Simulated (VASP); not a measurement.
Here is a VASP 6.6.1 calculation.

File INCAR:

```
SYSTEM = LiCl
  PREC = Accurate
  ENCUT = 520
  EDIFF = 1E-6
  ISMEAR = -1
  SIGMA = 0.05
  LREAL = Auto
  LASPH = .TRUE.
  NELM = 60
  ALGO = Normal
  ISIF = 2
  LWAVE = .FALSE.
  LCHARG = .FALSE.
  GGA = PS
  ISYM = 0
  NBANDS = 198
```

File KPOINTS:

```
Automatic mesh
0
Gamma
  1 1 1
  0.25 0.25 0.25
```

File POSCAR:

```
LiCl
1.0
   10.1327090000      0.0000000000      0.0000000000
    0.0000000000     10.1327090000      0.0000000000
    0.0000000000      0.0000000000     10.1327090000
Cl Li
32 32
Direct
    0.2441940000      0.0013910000      0.9996770000
    0.2438530000      0.0003200000      0.4995110000
    0.2521620000      0.4995040000      0.9996890000
    0.7401330000      0.9989950000      0.9994210000
    0.7404500000      0.9999850000      0.4995610000
    0.7321880000      0.5008290000      0.9991130000
    0.7781240000      0.5007770000      0.5001630000
    0.9934870000      0.2476820000      0.9996220000
    0.9850970000      0.2358100000      0.4995580000
    0.9908160000      0.7527620000      0.9995020000
    0.9991340000      0.7646530000      0.4995470000
    0.4914810000      0.2556000000      0.9993980000
    0.5008690000      0.2323900000      0.4996940000
    0.4928030000      0.7449030000      0.9992860000
    0.4834860000      0.7680820000      0.4999480000
    0.9922720000      0.0002370000      0.2461520000
    0.9920320000      0.0001370000      0.7529580000
    0.9916430000      0.5002560000      0.2331250000
    0.9926490000      0.5001640000      0.7660650000
    0.4922040000      0.0000190000      0.2449300000
    0.4921280000      0.0003840000      0.7541950000
    0.4933200000      0.5008050000      0.2877460000
    0.4909470000      0.4995410000      0.7133820000
    0.2059470000      0.4997130000      0.4993280000
    0.2454860000      0.2524010000      0.2545000000
    0.2447520000      0.2515320000      0.7452790000
    0.2435100000      0.7496500000      0.2476820000
    0.2433690000      0.7497590000      0.7513900000
    0.7409000000      0.2508160000      0.2477250000
    0.7409070000      0.2508080000      0.7514120000
    0.7395210000      0.7488960000      0.2537410000
    0.7389440000      0.7482030000      0.7447170000
    0.4041180000      0.4254980000      0.4949440000
    0.9921730000      0.0002180000      0.9996020000
    0.9920960000      0.0002090000      0.4994270000
    0.9920950000      0.5002080000      0.9996120000
    0.4921700000      0.0002040000      0.9995810000
    0.4922260000      0.0002540000      0.4992670000
    0.4921800000      0.5002380000      0.9940650000
    0.5796790000      0.5746990000      0.5045750000
    0.2400500000      0.2510130000      0.9996760000
    0.2113020000      0.2351570000      0.5001550000
    0.2391600000      0.7497460000      0.9995630000
    0.2345260000      0.7458530000      0.4994290000
    0.7452060000      0.2506840000      0.9996370000
    0.7497710000      0.2545920000      0.4996260000
    0.7442810000      0.7493500000      0.9995530000
    0.7728800000      0.7649730000      0.4989360000
    0.2397670000      0.0000260000      0.2494420000
    0.2393840000      0.9998630000      0.7497740000
    0.2271130000      0.5026940000      0.2529430000
    0.2278330000      0.5020340000      0.7447680000
    0.7448240000      0.0005990000      0.2493250000
    0.7447490000      0.0004610000      0.7496430000
    0.7558290000      0.4984770000      0.2543720000
    0.7579650000      0.4978180000      0.7460700000
    0.9912550000      0.2547000000      0.2528940000
    0.9912510000      0.2541570000      0.7466130000
    0.9931480000      0.7461040000      0.2525410000
    0.9931550000      0.7459020000      0.7462430000
    0.4952150000      0.2445250000      0.2474160000
    0.4945580000      0.2442660000      0.7506780000
    0.4898490000      0.7550790000      0.2482090000
    0.4891920000      0.7570260000      0.7514970000
```

Potentials or basis: VASP PAW PBE potentials, release 64 (Cl, Li_sv).

Launch:

```sh
$ cat potpaw_PBE.64/Cl/POTCAR potpaw_PBE.64/Li_sv/POTCAR > POTCAR
$ mpirun -np 1 vasp_std > vasp.out
```

Task: Estimate the band gap on the k mesh.

Result: 6.48 eV.

Task: Predict the largest force.

Result: 0.033 eV/Å.

Forces on the atoms (eV/Å):
```
Cl   0.000  0.000  0.001
Cl  -0.002 -0.003  0.001
Cl  -0.006  0.002 -0.002
Cl   0.000  0.002  0.000
Cl   0.002  0.005 -0.001
Cl   0.005  0.001  0.004
Cl   0.029 -0.006 -0.005
Cl   0.000  0.002  0.003
Cl  -0.003  0.005  0.001
Cl   0.001 -0.003 -0.002
Cl   0.003 -0.006 -0.002
Cl   0.002 -0.005 -0.002
Cl   0.001 -0.010  0.004
Cl   0.000  0.002  0.002
Cl  -0.003  0.009 -0.005
Cl   0.002  0.004  0.002
Cl   0.000 -0.001 -0.003
Cl   0.003  0.002  0.008
Cl   0.000  0.000 -0.008
Cl   0.000  0.002  0.002
Cl   0.000  0.001 -0.003
Cl  -0.003  0.000 -0.003
Cl   0.003  0.002 -0.001
Cl  -0.031  0.010  0.006
Cl  -0.004 -0.004 -0.006
Cl  -0.003 -0.002  0.002
Cl   0.000 -0.002  0.004
Cl  -0.001 -0.001 -0.004
Cl   0.001 -0.001  0.004
Cl   0.001 -0.001 -0.004
Cl   0.001 -0.001 -0.002
Cl   0.002  0.001  0.005
Li   0.019  0.004  0.007
Li   0.001 -0.001  0.000
Li   0.001 -0.001  0.000
Li   0.002  0.000  0.000
Li   0.001  0.000  0.000
Li   0.000 -0.002  0.000
Li  -0.001 -0.001  0.001
Li  -0.015 -0.007 -0.008
Li   0.001  0.002  0.000
Li   0.006  0.002  0.001
Li   0.001 -0.001 -0.002
Li   0.002  0.000  0.002
Li  -0.002 -0.001  0.000
Li  -0.002  0.001  0.000
Li  -0.001  0.002  0.001
Li  -0.008 -0.002  0.000
Li   0.002  0.000 -0.001
Li   0.002  0.000 -0.001
Li   0.002 -0.001 -0.002
Li   0.003 -0.001  0.002
Li  -0.001 -0.002  0.000
Li  -0.001 -0.002  0.002
Li  -0.002  0.001 -0.002
Li  -0.006  0.002  0.001
Li  -0.001 -0.002 -0.004
Li  -0.001  0.000  0.001
Li   0.000  0.001 -0.001
Li   0.000  0.003  0.002
Li  -0.001  0.003  0.001
Li   0.001  0.003  0.001
Li  -0.001  0.000  0.001
Li  -0.001 -0.003 -0.002
```

Caveat: the PAW data sets were made with another functional, which shifts forces and pressure a little.
